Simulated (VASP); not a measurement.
# K2S (Fm-3m) in VASP: notebook

K2S is run at these levels: PBE; tasks: single point.

Everything below comes from runs of VASP 6.6.1. Logs are shortened: lines on timing, memory, paths and dates and some standing lists are left out, and cuts for length are marked.

## Step 1: The cell of the first run

The structure is cubic, space group Fm-3m (No. 225). Conventional cell: a = 7.188 Å, b = 7.188 Å, c = 7.188 Å, α = 90.00°, β = 90.00°, γ = 90.00°. K (site symmetry -43m) has 4 S at 3.11 Å and 6 K at 3.59 Å within 4.1 Å. Within 4.1 Å of S (site symmetry m-3m) lie 8 K at 3.11 Å.

## Step 2: Single point, PBE

INCAR reads:

```
PREC = Accurate
ENCUT = 500
EDIFF = 1E-6
ISMEAR = 0
SIGMA = 0.01
LREAL = False
LASPH = True
NELM = 120
ALGO = Normal
ISIF = 2
LWAVE = False
LCHARG = False
GGA = PE
NBANDS = 19
GGA_COMPAT = False
```

KPOINTS reads:

```
Automatic mesh
0
Gamma
  4 4 4
```

POSCAR reads:

```
K2S
1.0
    0.0000000000      3.5942020073      3.5942020073
    3.5942020073      0.0000000000      3.5942020073
    3.5942020073      3.5942020073      0.0000000000
K S
2 1
Direct
    0.2500000000      0.2500000000      0.2500000000
    0.7500000000      0.7500000000      0.7500000000
    0.0000000000      0.0000000000      0.0000000000
```

Potentials or basis: VASP PAW PBE potentials, release 64 (K_sv, S).

The run is started by

```
cat potpaw_PBE.64/K_sv/POTCAR potpaw_PBE.64/S/POTCAR > POTCAR
mpirun -np 1 vasp_std > vasp.out
```

OUTCAR:

```text
PREC = Accurate
   ENCUT = 500
   EDIFF = 1E-6
   ISMEAR = 0
   LREAL = False
   LASPH = True
   NELM = 120
   ISIF = 2
   GGA = PE

 ion  position               nearest neighbor table
   1  0.250  0.250  0.250-   3 3.11   3 3.11   3 3.11   3 3.11   2 3.59   2 3.59   2 3.59   2 3.59
                             2 3.59   2 3.59
   2  0.750  0.750  0.750-   3 3.11   3 3.11   3 3.11   3 3.11   1 3.59   1 3.59   1 3.59   1 3.59
                             1 3.59   1 3.59
   3  0.000  0.000  0.000-   2 3.11   2 3.11   2 3.11   1 3.11   2 3.11   1 3.11   1 3.11   1 3.11

  LATTYP: Found a face centered cubic cell.
 ALAT       =     7.1884040146

  Lattice vectors:

 A1 = (   0.0000000000,   3.5942020073,   3.5942020073)
 A2 = (   3.5942020073,   0.0000000000,   3.5942020073)
 A3 = (   3.5942020073,   3.5942020073,   0.0000000000)

Analysis of symmetry for initial positions (statically):
=====================================================================
 Subroutine PRICEL returns:
 Original cell was already a primitive cell.

 Routine SETGRP: Setting up the symmetry group for a
 face centered cubic supercell.

 Subroutine GETGRP returns: Found 48 space group operations
 (whereof 48 operations were pure point group operations)
 out of a pool of 48 trial point group operations.

The static configuration has the point symmetry O_h .

Analysis of symmetry for dynamics (positions and initial velocities):
=====================================================================
 Subroutine PRICEL returns:
 Original cell was already a primitive cell.

 Routine SETGRP: Setting up the symmetry group for a
 face centered cubic supercell.

 Subroutine GETGRP returns: Found 48 space group operations
 (whereof 48 operations were pure point group operations)
 out of a pool of 48 trial point group operations.

The dynamic configuration has the point symmetry O_h .

 Subroutine INISYM returns: Found 48 space group operations
 (whereof 48 operations are pure point group operations),
 and found     1 'primitive' translations

----------------------------------------------------------------------------------------

                                     Primitive cell

  volume of cell :      92.8619

  direct lattice vectors                    reciprocal lattice vectors
     0.000000000  3.594202007  3.594202007    -0.139112938  0.139112938  0.139112938
     3.594202007  0.000000000  3.594202007     0.139112938 -0.139112938  0.139112938
     3.594202007  3.594202007  0.000000000     0.139112938  0.139112938 -0.139112938

  length of vectors
     5.082969225  5.082969225  5.082969225     0.240950676  0.240950676  0.240950676

  position of ions in fractional coordinates (direct lattice)
     0.250000000  0.250000000  0.250000000
     0.750000000  0.750000000  0.750000000
     0.000000000  0.000000000  0.000000000

  ion indices of the primitive-cell ions
   primitive index   ion index
                 1           1
                 2           2
                 3           3

----------------------------------------------------------------------------------------

 KPOINTS: Automatic mesh

Automatic generation of k-mesh.
 Grid dimensions read from file:
 generate k-points for:    4    4    4

 Generating k-lattice:

  Cartesian coordinates                     Fractional coordinates (reciprocal lattice)
    -0.034778234  0.034778234  0.034778234     0.250000000  0.000000000  0.000000000
     0.034778234 -0.034778234  0.034778234     0.000000000  0.250000000  0.000000000
     0.034778234  0.034778234 -0.034778234     0.000000000  0.000000000  0.250000000

  Length of vectors
     0.060237669  0.060237669  0.060237669

  Shift w.r.t. Gamma in fractional coordinates (k-lattice)
     0.000000000  0.000000000  0.000000000

 Subroutine IBZKPT returns following result:
 ===========================================

 Found      8 irreducible k-points:

 Following reciprocal coordinates:
            Coordinates               Weight
  0.000000  0.000000  0.000000      1.000000
  0.250000  0.000000  0.000000      8.000000
  0.500000  0.000000  0.000000      4.000000
  0.250000  0.250000  0.000000      6.000000
  0.500000  0.250000  0.000000     24.000000
 -0.250000  0.250000  0.000000     12.000000
  0.500000  0.500000  0.000000      3.000000
 -0.250000  0.500000  0.250000      6.000000
   k-points           NKPTS =      8   k-points in BZ     NKDIM =      8   number of bands    NBANDS=     19
   number of dos      NEDOS =    301   number of ions     NIONS =      3
   total plane-waves  NPLWV =  64000
   dimension x,y,z NGX =    40 NGY =   40 NGZ =   40
   dimension x,y,z NGXF=    80 NGYF=   80 NGZF=   80
   ions per type =               2   1
   NGX,Y,Z   is equivalent  to a cutoff of  13.08, 13.08, 13.08 a.u.
   NGXF,Y,Z  is equivalent  to a cutoff of  26.17, 26.17, 26.17 a.u.
 SYSTEM =  unknown system
   PREC   = accura    normal or accurate (medium, high low for compatibility)
   ISTART =      0    job   : 0-new  1-cont  2-samecut
   ICHARG =      2    charge: 1-file 2-atom 10-const
   ISPIN  =      1    spin polarized calculation?
   LNONCOLLINEAR =      F non collinear calculations
   LSORBIT =      F    spin-orbit coupling
   LASPH  =      T    aspherical Exc in radial PAW
   ENCUT  =  500.0 eV  36.75 Ry    6.06 a.u.   9.27  9.27  9.27*2*pi/ulx,y,z
   NELM   =    120;   NELMIN=  2; NELMDL= -5     # of ELM steps
   EDIFF  = 0.1E-05   stopping-criterion for ELM
   LREAL  =      F    real-space projection
   EDIFFG = 0.1E-04   stopping-criterion for IOM
   NSW    =      0    number of steps for IOM
   IBRION =     -1    ionic relax: 0-MD 1-quasi-New 2-CG
   NFREE  =      0    steps in history (QN), initial steepest desc. (CG)
   ISIF   =      2    stress and relaxation
   ISYM   =      2    0-nonsym 1-usesym 2-fastsym
   POTIM  = 0.5000    time-step for ionic-motion
   TEBEG  =    0.0;   TEEND  =   0.0 temperature during run
   PSTRESS=    0.0 pullay stress
   NELECT =      24.0000    total number of electrons
   NUPDOWN=      -1.0000    fix difference up-down
   EMIN   =  10.00;   EMAX   =-10.00  energy-range for DOS
   EFERMI =   0.00;   METHOD = LEGACY
   ISMEAR =     0;   SIGMA  =   0.01  broadening in eV -4-tet -1-fermi 0-gaus
   EFERMI_NEDOS =   21; number of points for ismear=-14 and -15
   IALGO  =     38    algorithm
   IMIX   =      4    mixing-type and parameters
     AMIX     =   0.40;   BMIX     =  1.00
     AMIX_MAG =   1.60;   BMIX_MAG =  1.00
  volume/ion in A,a.u.               =      30.95       208.89
  Fermi-wavevector in a.u.,A,eV,Ry     =   1.042796  1.970599 14.795300  1.087424
  Thomas-Fermi vector in A             =   2.177477
   LORBIT       =      0    0 simple, 1 ext, 2 COOP (PROOUT), +10 PAW based schemes
   GGA     = PE    functional components
   LHFCALC =     F    Hartree Fock is set to
   AEXX    =    0.0000 exact exchange contribution
   IVDW    =     0    specifies the selected vdW correction
   LEPSILON=     F    determine dielectric tensor
   LRPA    =     F    only Hartree local field effects (RPA)
 non-spin polarized calculation
 Gauss-broadening in eV      SIGMA  =   0.01
  energy-cutoff  :      500.00
  volume of cell :       92.86
 maximum number of plane-waves:      2397
 NGX is ok and might be reduce to    40
   NGX = 19   NGY = 19   NGZ = 19

 number of electron      24.0000003 magnetization

 Free energy of the ion-electron system (eV)
  ---------------------------------------------------
  ext. energy  EPLUGINS =         0.00000000
  ---------------------------------------------------
  free energy    TOTEN  =        -9.33337982 eV

  energy without entropy =       -9.33337982  energy(sigma->0) =       -9.33337982

 E-fermi :   0.0442     XC(G=0):  -7.6705

 val. band max:       -0.0235109262   @ k =   0.5000   0.5000   0.0000
 cond. band min:       2.5859871636   @ k =   0.0000   0.0000   0.0000
 fundamental gap:      2.6094980898
 Fermi energy:         0.0442096790

 k-point     1 :       0.0000    0.0000    0.0000
  band No.  band energies     occupation
      1     -29.0927      2.00000
      2     -28.9759      2.00000
      3     -12.7168      2.00000
      4     -12.7168      2.00000
      5     -12.7168      2.00000
      6     -12.4144      2.00000
[... 11 lines left out ...]
     18       7.7567      0.00000
     19       8.8172      0.00000

 k-point     2 :       0.2500    0.0000    0.0000
  band No.  band energies     occupation
      1     -29.0747      2.00000
      2     -28.9922      2.00000
      3     -12.7101      2.00000
      4     -12.6787      2.00000
      5     -12.6787      2.00000
      6     -12.5336      2.00000
[... 11 lines left out ...]
     18       7.8957      0.00000
     19       7.8957      0.00000

 k-point     3 :       0.5000    0.0000    0.0000
  band No.  band energies     occupation
      1     -29.0328      2.00000
      2     -29.0326      2.00000
      3     -12.7367      2.00000
      4     -12.6058      2.00000
      5     -12.5853      2.00000
      6     -12.5853      2.00000
[... 11 lines left out ...]
     18       7.7438      0.00000
     19       7.9771      0.00000

 k-point     4 :       0.2500    0.2500    0.0000
  band No.  band energies     occupation
      1     -29.0720      2.00000
      2     -28.9943      2.00000
      3     -12.7598      2.00000
      4     -12.7598      2.00000
      5     -12.7324      2.00000
      6     -12.5245      2.00000
[... 11 lines left out ...]
     18       7.6080      0.00000
     19       7.9244      0.00000

 k-point     5 :       0.5000    0.2500    0.0000
  band No.  band energies     occupation
      1     -29.0460      2.00000
      2     -29.0186      2.00000
      3     -12.9064      2.00000
      4     -12.7523      2.00000
      5     -12.7352      2.00000
      6     -12.4432      2.00000
[... 11 lines left out ...]
     18       7.7235      0.00000
     19       8.3657      0.00000

 k-point     6 :      -0.2500    0.2500    0.0000
  band No.  band energies     occupation
      1     -29.0520      2.00000
      2     -29.0132      2.00000
      3     -12.8585      2.00000
      4     -12.6864      2.00000
      5     -12.6113      2.00000
      6     -12.5701      2.00000
[... 11 lines left out ...]
     18       7.4263      0.00000
     19       8.2305      0.00000

 k-point     7 :       0.5000    0.5000    0.0000
  band No.  band energies     occupation
      1     -29.0512      2.00000
      2     -29.0125      2.00000
      3     -13.0112      2.00000
      4     -12.8017      2.00000
      5     -12.8017      2.00000
      6     -12.3649      2.00000
[... 11 lines left out ...]
     18       7.8632      0.00000
     19       8.2656      0.00000

 k-point     8 :      -0.2500    0.5000    0.2500
  band No.  band energies     occupation
      1     -29.0319      2.00000
      2     -29.0319      2.00000
      3     -12.9779      2.00000
      4     -12.8384      2.00000
      5     -12.5890      2.00000
      6     -12.5890      2.00000
[... 11 lines left out ...]
     18       7.5251      0.00000
     19       8.3991      0.00000

------------------------ aborting loop because EDIFF is reached ----------------------------------------

  FORCE on cell =-STRESS in cart. coord.  units (eV):
  Direction    XX          YY          ZZ          XY          YZ          ZX
  --------------------------------------------------------------------------------------
  -------------------------------------------------------------------------------------
  Total        1.5558702      1.5558702      1.5558702      0.0000000      0.0000000      0.0000000
  in kB       26.8439543     26.8439543     26.8439543      0.0000000      0.0000000      0.0000000
  external PRESSURE =      26.8439543 kB  Pullay stress =       0.0000000 kB

 VOLUME and BASIS-vectors are now :
 -----------------------------------------------------------------------------
  energy-cutoff  :      500.00
  volume of cell :       92.86
      direct lattice vectors                 reciprocal lattice vectors
     0.000000000  3.594202007  3.594202007    -0.139112938  0.139112938  0.139112938
     3.594202007  0.000000000  3.594202007     0.139112938 -0.139112938  0.139112938
     3.594202007  3.594202007  0.000000000     0.139112938  0.139112938 -0.139112938

 POSITION                                       TOTAL-FORCE (eV/Angst)
 -----------------------------------------------------------------------------------
      1.79710      1.79710      1.79710        -0.000000     -0.000000     -0.000000
      5.39130      5.39130      5.39130         0.000000      0.000000      0.000000
      0.00000      0.00000      0.00000         0.000000      0.000000      0.000000
 -----------------------------------------------------------------------------------
    total drift:                               -0.000000     -0.000000      0.000000

  FREE ENERGIE OF THE ION-ELECTRON SYSTEM (eV)
  ---------------------------------------------------
  free  energy   TOTEN  =        -9.3333798231 eV

  energy  without entropy=       -9.3333798231  energy(sigma->0) =       -9.33337982
```

It took 19 s on 1 thread of Intel Xeon 6975P-C, shared host; peak memory 0.23 GiB.

Results:

```yaml
Free_energy: -9.3334 eV
Pressure: 2.7 GPa
Band_gap_on_the_k_mesh: 2.61 eV, indirect (least direct gap 2.90 eV)
```

## Step 3: Single point, PBE

This run uses another cell than the first one, of 31.85 Å³/atom, 1.029 times its volume.

INCAR reads:

```
SYSTEM = K2S
PREC = Accurate
ENCUT = 500
EDIFF = 1E-6
ISMEAR = 0
SIGMA = 0.01
LREAL = .False.
LASPH = .True.
NELM = 120
ALGO = Normal
ISIF = 2
LWAVE = .False.
LCHARG = .False.
GGA = PE
NBANDS = 19
GGA_COMPAT = .False.
```

KPOINTS reads:

```
regular mesh
0
Gamma
  4 4 4
  0 0 0
```

POSCAR reads:

```
K2S
1.0
    0.0000000000      3.6285983748      3.6285983748
    3.6285983748      0.0000000000      3.6285983748
    3.6285983748      3.6285983748      0.0000000000
K S
2 1
Direct
    0.2500000000      0.2500000000      0.2500000000
    0.7500000000      0.7500000000      0.7500000000
    0.0000000000      0.0000000000      0.0000000000
```

Potentials or basis: VASP PAW PBE potentials, release 64 (K_sv, S).

The run is started by

```
cat potpaw_PBE.64/K_sv/POTCAR potpaw_PBE.64/S/POTCAR > POTCAR
mpirun -np 1 vasp_std > vasp.out
```

It took 21 s on 1 thread of Intel Xeon 6975P-C, shared host; peak memory 0.23 GiB.

Results (log left out):

```yaml
Free_energy: -9.3722 eV
Pressure: 1.9 GPa
Band_gap_on_the_k_mesh: 2.54 eV, indirect (least direct gap 2.79 eV)
```

Levels at points of the mesh, in eV from the valence-band top:
```csv
k point,band 10,band 11,band 12,band 13,band 14,band 15
"(0.00, 0.00, 0.00)",-0.26,-0.26,-0.26,2.54,5.47,5.47
"(0.50, 0.00, 0.00)",-0.65,-0.10,-0.10,4.83,5.30,5.90
"(0.50, 0.50, 0.00)",-0.81,0.00,0.00,3.53,5.40,6.68
```

A k mesh can miss the band edges.

## Step 4: Single point, PBE

This run uses another cell than the first one, of 32.75 Å³/atom, 1.058 times its volume.

INCAR reads:

```
SYSTEM = K2S
PREC     = Accurate       ! precision mode
ENCUT    = 500            ! plane-wave cutoff, eV
EDIFF    = 1E-6           ! SCF threshold, eV
ISMEAR   = 0              ! smearing method
SIGMA    = 0.01           ! smearing width, eV
LREAL    = .False.        ! projectors in reciprocal space
LASPH    = .True.         ! aspherical terms in the spheres
NELM     = 120            ! most SCF steps
ALGO     = Normal         ! electronic algorithm
ISIF     = 2              ! what is computed and relaxed
LWAVE    = .False.        ! write WAVECAR
LCHARG   = .False.        ! write CHGCAR
GGA      = PE             ! functional
NBANDS   = 19             ! bands
GGA_COMPAT= .False.
```

KPOINTS reads:

```
Automatic mesh
0
Gamma
  4 4 4
  0 0 0
```

POSCAR reads:

```
K2S
1.0
    0.0000000000      3.6623547168      3.6623547168
    3.6623547168      0.0000000000      3.6623547168
    3.6623547168      3.6623547168      0.0000000000
K S
2 1
Direct
    0.2500000000      0.2500000000      0.2500000000
    0.7500000000      0.7500000000      0.7500000000
    0.0000000000      0.0000000000      0.0000000000
```

The run is started by

```
cat potpaw_PBE.64/K_sv/POTCAR potpaw_PBE.64/S/POTCAR > POTCAR
mpirun -np 1 vasp_std > vasp.out
```

It took 23 s on 1 thread of Intel Xeon 6975P-C, shared host; peak memory 0.23 GiB.

Results (log left out):

| Quantity | Value |
| --- | --- |
| Free energy | -9.3987 eV |
| Pressure | 1.2 GPa |
| Band gap on the k mesh | 2.46 eV, indirect (least direct gap 2.69 eV) |

Levels at points of the mesh, in eV from the valence-band top:
| k point | band 10 | band 11 | band 12 | band 13 | band 14 | band 15 |
| --- | --- | --- | --- | --- | --- | --- |
| (0.00, 0.00, 0.00) | -0.23 | -0.23 | -0.23 | 2.46 | 5.47 | 5.47 |
| (0.50, 0.00, 0.00) | -0.64 | -0.08 | -0.08 | 4.78 | 5.17 | 5.86 |
| (0.50, 0.50, 0.00) | -0.78 | 0.00 | 0.00 | 3.52 | 5.35 | 6.65 |

## Step 5: Summary

| cell | gap on the mesh (eV) | pressure (GPa) |
| --- | --- | --- |
| a = 5.083 Å, angles 60.0°, 3 atoms | 2.61 | 2.7 |
| a = 5.132 Å, angles 60.0°, 3 atoms | 2.54 | 1.9 |
| a = 5.179 Å, angles 60.0°, 3 atoms | 2.46 | 1.2 |

Alike in all rows: task single point; level PBE; potentials or basis VASP PAW PBE potentials, release 64 (K_sv, S); no spin polarisation; k mesh 4 × 4 × 4; cutoff (eV) 500; smearing gaussian 0.01 eV.

Absolute energies hang on the potentials; compare differences alone.
